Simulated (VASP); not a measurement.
**K: single point with PBEsol**

K:

```xyz
2
Lattice="4.7196 0.0000 0.0000 -2.3598 4.0873 0.0000 0.0000 0.0000 7.7185" Properties=species:S:1:pos:R:3 pbc="T T T"
K     0.0000    2.7248    1.9296
K     2.3598    1.3624    5.7889
```

This cell differs from its parent crystal: equal strain along all axes, cell held: +1.5 %.

```yaml
Program: VASP 6.6.1
Task: single point
Functional: PBEsol
Potentials_or_basis: VASP PAW PBE potentials, release 64 (K_sv)
Cutoff: 520 eV
k_mesh: 12 × 12 × 6
Occupations: gaussian, width 0.1 eV
Spin: no spin polarisation
Dipole_correction: no
Further_INCAR_settings: ALGO = Fast; EDIFF = 1e-06; NBANDS = 16
```

- Pressure: -0.2 GPa
- Band gap on the k mesh: zero (bands 9 and 10 overlap by 2.64 eV)

Levels at points of the mesh, in eV from the Fermi level:
```tsv
k point	band 5	band 6	band 7	band 8	band 9	band 10	band 11	band 12	band 13	band 14
(0.00, 0.00, 0.00)	-15.50	-15.49	-15.49	-15.49	-2.12	0.33	0.56	4.10	4.10	4.17
(0.50, 0.00, 0.00)	-15.52	-15.51	-15.50	-15.50	0.14	0.27	1.67	1.99	2.30	2.74
(0.00, 0.00, 0.50)	-15.49	-15.49	-15.49	-15.49	-1.42	-1.42	2.75	2.75	4.14	4.14
(0.50, 0.00, 0.50)	-15.50	-15.50	-15.50	-15.50	0.64	0.64	0.87	0.87	3.10	3.10
```

It took 74 s on 1 thread of AMD EPYC 9R45 96-Core Processor (Zen 5), on a shared host, peak memory 0.31 GiB.

Caveat: the cell differs from its parent crystal (equal strain along all axes, cell held: +1.5 %); the PAW data sets were made with another functional, which shifts forces and pressure a little.
